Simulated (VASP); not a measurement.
# GaP (F-43m) in VASP: a series of runs

Runs on GaP. Level: PBEsol. Tasks: single point.

Program: VASP 6.6.1. These are calculated values, not measurements. Logs are shortened: lines on timing, memory, paths and dates and some standing lists are left out, and cuts for length are marked.

### Step 1. The cell of the first run

Symmetry: F-43m, No. 216, cubic system. Conventional cell: a = 5.438 Å, b = 5.438 Å, c = 5.438 Å, α = 90.00°, β = 90.00°, γ = 90.00°. Within 3.1 Å of Ga (site symmetry -43m) lie 4 P at 2.35 Å. Within 3.1 Å of P (site symmetry -43m) lie 4 Ga at 2.35 Å.

### Step 2. Single point, PBEsol

Contents of INCAR:

```
PREC     = Accurate       # precision mode
ENCUT    = 500            # plane-wave cutoff, eV
EDIFF    = 1E-6           # SCF threshold, eV
ISMEAR   = 0              # smearing method
SIGMA    = 0.02           # smearing width, eV
LREAL    = False          # projectors in reciprocal space
LASPH    = True           # aspherical terms in the spheres
NELM     = 120            # most SCF steps
ALGO     = Normal         # electronic algorithm
ISIF     = 2              # what is computed and relaxed
LWAVE    = False          # write WAVECAR
LCHARG   = True           # write CHGCAR
GGA      = PS             # functional
LELF     = True           # ELF
LVHAR    = True         
NBANDS   = 16             # bands
GGA_COMPAT= False
```

Contents of KPOINTS:

```
regular mesh
0
Gamma
  8 8 8
```

Contents of POSCAR:

```
GaP
1.0
    0.0000000000      2.7192248652      2.7192248652
    2.7192248652      0.0000000000      2.7192248652
    2.7192248652      2.7192248652      0.0000000000
Ga P
1 1
Direct
    0.0000000000      0.0000000000      0.0000000000
    0.2500000000      0.2500000000      0.2500000000
```

Potentials or basis: VASP PAW PBE potentials, release 64 (Ga_d, P).

Command:

```bash
> cat potpaw_PBE.64/Ga_d/POTCAR potpaw_PBE.64/P/POTCAR > POTCAR
> mpirun -np 1 vasp_std > vasp.out
```

OUTCAR:

```text
PREC = Accurate
   ENCUT = 500
   EDIFF = 1E-6
   ISMEAR = 0
   LREAL = False
   LASPH = True
   NELM = 120
   ISIF = 2
   GGA = PS

 ion  position               nearest neighbor table
   1  0.000  0.000  0.000-   2 2.35   2 2.35   2 2.35   2 2.35
   2  0.250  0.250  0.250-   1 2.35   1 2.35   1 2.35   1 2.35

  LATTYP: Found a face centered cubic cell.
 ALAT       =     5.4384497304

  Lattice vectors:

 A1 = (   0.0000000000,   2.7192248652,   2.7192248652)
 A2 = (   2.7192248652,   0.0000000000,   2.7192248652)
 A3 = (   2.7192248652,   2.7192248652,   0.0000000000)

Analysis of symmetry for initial positions (statically):
=====================================================================
 Subroutine PRICEL returns:
 Original cell was already a primitive cell.

 Routine SETGRP: Setting up the symmetry group for a
 face centered cubic supercell.

 Subroutine GETGRP returns: Found 24 space group operations
 (whereof 24 operations were pure point group operations)
 out of a pool of 48 trial point group operations.

The static configuration has the point symmetry T_d .

Analysis of symmetry for dynamics (positions and initial velocities):
=====================================================================
 Subroutine PRICEL returns:
 Original cell was already a primitive cell.

 Routine SETGRP: Setting up the symmetry group for a
 face centered cubic supercell.

 Subroutine GETGRP returns: Found 24 space group operations
 (whereof 24 operations were pure point group operations)
 out of a pool of 48 trial point group operations.

The dynamic configuration has the point symmetry T_d .

 Subroutine INISYM returns: Found 24 space group operations
 (whereof 24 operations are pure point group operations),
 and found     1 'primitive' translations

----------------------------------------------------------------------------------------

                                     Primitive cell

  volume of cell :      40.2129

  direct lattice vectors                    reciprocal lattice vectors
     0.000000000  2.719224865  2.719224865    -0.183875930  0.183875930  0.183875930
     2.719224865  0.000000000  2.719224865     0.183875930 -0.183875930  0.183875930
     2.719224865  2.719224865  0.000000000     0.183875930  0.183875930 -0.183875930

  length of vectors
     3.845564684  3.845564684  3.845564684     0.318482452  0.318482452  0.318482452

  position of ions in fractional coordinates (direct lattice)
     0.000000000  0.000000000  0.000000000
[... 71 lines left out ...]
   ICHARG =      2    charge: 1-file 2-atom 10-const
   ISPIN  =      1    spin polarized calculation?
   LNONCOLLINEAR =      F non collinear calculations
   LSORBIT =      F    spin-orbit coupling
   LASPH  =      T    aspherical Exc in radial PAW
   ENCUT  =  500.0 eV  36.75 Ry    6.06 a.u.   7.01  7.01  7.01*2*pi/ulx,y,z
   NELM   =    120;   NELMIN=  2; NELMDL= -5     # of ELM steps
   EDIFF  = 0.1E-05   stopping-criterion for ELM
   LREAL  =      F    real-space projection
[... 7 lines left out ...]
   TEBEG  =    0.0;   TEEND  =   0.0 temperature during run
   PSTRESS=    0.0 pullay stress
   NELECT =      18.0000    total number of electrons
   NUPDOWN=      -1.0000    fix difference up-down
   EMIN   =  10.00;   EMAX   =-10.00  energy-range for DOS
   EFERMI =   0.00;   METHOD = LEGACY
   ISMEAR =     0;   SIGMA  =   0.02  broadening in eV -4-tet -1-fermi 0-gaus
   EFERMI_NEDOS =   21; number of points for ismear=-14 and -15
   IALGO  =     38    algorithm
   IMIX   =      4    mixing-type and parameters
     AMIX     =   0.40;   BMIX     =  1.00
     AMIX_MAG =   1.60;   BMIX_MAG =  1.00
  volume/ion in A,a.u.               =      20.11       135.69
  Fermi-wavevector in a.u.,A,eV,Ry     =   1.252306  2.366516 21.337621  1.568271
  Thomas-Fermi vector in A             =   2.386213
   LORBIT       =      0    0 simple, 1 ext, 2 COOP (PROOUT), +10 PAW based schemes
   GGA     = PS    functional components
   LHFCALC =     F    Hartree Fock is set to
   AEXX    =    0.0000 exact exchange contribution
   IVDW    =     0    specifies the selected vdW correction
   LEPSILON=     F    determine dielectric tensor
   LRPA    =     F    only Hartree local field effects (RPA)
 non-spin polarized calculation
 Gauss-broadening in eV      SIGMA  =   0.02
  energy-cutoff  :      500.00
  volume of cell :       40.21
 maximum number of plane-waves:      1036
   NGX = 13   NGY = 13   NGZ = 13

 number of electron      18.0000015 magnetization

 Free energy of the ion-electron system (eV)
  ---------------------------------------------------
  ext. energy  EPLUGINS =         0.00000000
  ---------------------------------------------------
  free energy    TOTEN  =        -9.92101806 eV

  energy without entropy =       -9.92101806  energy(sigma->0) =       -9.92101806

 E-fermi :   4.7595     XC(G=0): -10.0514

 val. band max:        4.6366371090   @ k =   0.0000   0.0000   0.0000
 cond. band min:       6.1394684582   @ k =   0.5000   0.5000   0.0000
 fundamental gap:      1.5028313492
 Fermi energy:         4.7594915183

 k-point     1 :       0.0000    0.0000    0.0000
  band No.  band energies     occupation
      1      -9.9159      2.00000
      2      -9.9159      2.00000
      3      -9.9159      2.00000
      4      -9.8132      2.00000
      5      -9.8132      2.00000
      6      -7.9379      2.00000
[... 433 lines left out ...]
      3      -9.8716      2.00000
      4      -9.8187      2.00000
      5      -9.8057      2.00000
      6      -5.4111      2.00000
[... 8 lines left out ...]
     15      16.5597      0.00000
     16      17.1136      0.00000

 [... further k-points ...]

------------------------ aborting loop because EDIFF is reached ----------------------------------------

  FORCE on cell =-STRESS in cart. coord.  units (eV):
  Direction    XX          YY          ZZ          XY          YZ          ZX
  --------------------------------------------------------------------------------------
  -------------------------------------------------------------------------------------
  Total       -0.0247047     -0.0247047     -0.0247047      0.0000000      0.0000000      0.0000000
  in kB       -0.9842955     -0.9842955     -0.9842955      0.0000000      0.0000000      0.0000000
  external PRESSURE =      -0.9842955 kB  Pullay stress =       0.0000000 kB

 VOLUME and BASIS-vectors are now :
 -----------------------------------------------------------------------------
  energy-cutoff  :      500.00
  volume of cell :       40.21
      direct lattice vectors                 reciprocal lattice vectors
     0.000000000  2.719224865  2.719224865    -0.183875930  0.183875930  0.183875930
     2.719224865  0.000000000  2.719224865     0.183875930 -0.183875930  0.183875930
     2.719224865  2.719224865  0.000000000     0.183875930  0.183875930 -0.183875930

 POSITION                                       TOTAL-FORCE (eV/Angst)
 -----------------------------------------------------------------------------------
      0.00000      0.00000      0.00000         0.000000     -0.000000     -0.000000
      1.35961      1.35961      1.35961        -0.000000      0.000000      0.000000
 -----------------------------------------------------------------------------------
    total drift:                                0.000001      0.000001      0.000001

  FREE ENERGIE OF THE ION-ELECTRON SYSTEM (eV)
  ---------------------------------------------------
  free  energy   TOTEN  =        -9.9210180561 eV

  energy  without entropy=       -9.9210180561  energy(sigma->0) =       -9.92101806
```

Wall time 20 s (1 thread of Intel Xeon 8259CL, shared host); peak memory 0.16 GiB.

Results:

- Free energy: -9.9210 eV
- Pressure: -0.1 GPa
- Band gap on the k mesh: 1.50 eV (least direct gap 1.80 eV)

Levels at points of the mesh, in eV from the valence-band top:
```tsv
k point	band 5	band 6	band 7	band 8	band 9	band 10	band 11	band 12	band 13	band 14
(0.00, 0.00, 0.00)	-14.45	-12.57	0.00	0.00	0.00	1.80	3.83	3.83	3.83	8.59
(0.50, 0.00, 0.00)	-14.44	-10.46	-6.73	-1.14	-1.14	1.61	4.65	4.65	8.10	10.79
(0.50, 0.50, 0.00)	-14.43	-9.54	-6.84	-2.74	-2.74	1.50	1.71	10.60	10.60	11.14
```

Caveat: the PAW data sets were made with another functional, which shifts forces and pressure a little. A k mesh can miss the band edges.

### Step 3. Single point, PBEsol

Contents of INCAR:

```
SYSTEM = GaP
PREC = Accurate
ENCUT = 500
EDIFF = 1E-6
ISMEAR = 0
SIGMA = 0.01
LREAL = .False.
LASPH = .True.
NELM = 120
ALGO = Normal
ISIF = 2
LWAVE = .False.
LCHARG = .False.
GGA = PS
NBANDS = 16
GGA_COMPAT = .False.
```

Contents of KPOINTS:

```
regular mesh
0
Gamma
  8 8 8
  0 0 0
```

POSCAR is that of step 2.

Potentials or basis: VASP PAW PBE potentials, release 64 (Ga_d, P).

Command:

```bash
> cat potpaw_PBE.64/Ga_d/POTCAR potpaw_PBE.64/P/POTCAR > POTCAR
> mpirun -np 1 vasp_std > vasp.out
```

It took 17 s on 1 thread of Intel Xeon 8259CL, shared host; peak memory 0.16 GiB.

Results (log left out):

- Free energy: -9.9210 eV
- Pressure: -0.1 GPa
- Band gap on the k mesh: 1.50 eV (least direct gap 1.80 eV)

Levels at points of the mesh, in eV from the valence-band top:
```csv
k point,band 7,band 8,band 9,band 10,band 11,band 12
"(0.00, 0.00, 0.00)",0.00,0.00,0.00,1.80,3.83,3.83
"(0.50, 0.00, 0.00)",-6.73,-1.14,-1.14,1.61,4.65,4.65
"(0.50, 0.50, 0.00)",-6.84,-2.74,-2.74,1.50,1.71,10.60
```

Caveat: the PAW data sets were made with another functional, which shifts forces and pressure a little. A k mesh can miss the band edges.

### Step 4. Single point, PBEsol

Contents of INCAR:

```
PREC     = Accurate       # precision mode
ENCUT    = 500            # plane-wave cutoff, eV
EDIFF    = 1E-6           # SCF threshold, eV
ISMEAR   = 0              # smearing method
SIGMA    = 0.01           # smearing width, eV
LREAL    = F              # projectors in reciprocal space
LASPH    = T              # aspherical terms in the spheres
NELM     = 120            # most SCF steps
ALGO     = Normal         # electronic algorithm
ISIF     = 2              # what is computed and relaxed
LWAVE    = F              # write WAVECAR
LCHARG   = F              # write CHGCAR
GGA      = PS             # functional
NBANDS   = 16             # bands
GGA_COMPAT= F
```

Contents of KPOINTS:

```
regular mesh
0
Gamma
  8 8 8
```

POSCAR is that of step 3.

Command:

```bash
> cat potpaw_PBE.64/Ga_d/POTCAR potpaw_PBE.64/P/POTCAR > POTCAR
> mpirun -np 1 vasp_std > vasp.out
```

It took 19 s on 1 thread of Intel Xeon 8259CL, shared host; peak memory 0.16 GiB.

The run converged. Its results:

* Free energy: -9.9210 eV
* Pressure: -0.1 GPa
* Band gap on the k mesh: 1.50 eV (least direct gap 1.80 eV)

Levels at points of the mesh, in eV from the valence-band top:
```
           k point  band 6  band 7  band 8  band 9  band 10  band 11  band 12  band 13
(0.00, 0.00, 0.00)  -12.57    0.00    0.00    0.00     1.80     3.83     3.83     3.83
(0.50, 0.00, 0.00)  -10.46   -6.73   -1.14   -1.14     1.61     4.65     4.65     8.10
(0.50, 0.50, 0.00)   -9.54   -6.84   -2.74   -2.74     1.50     1.71    10.60    10.60
```

Caveat: the PAW data sets were made with another functional, which shifts forces and pressure a little. A k mesh can miss the band edges.
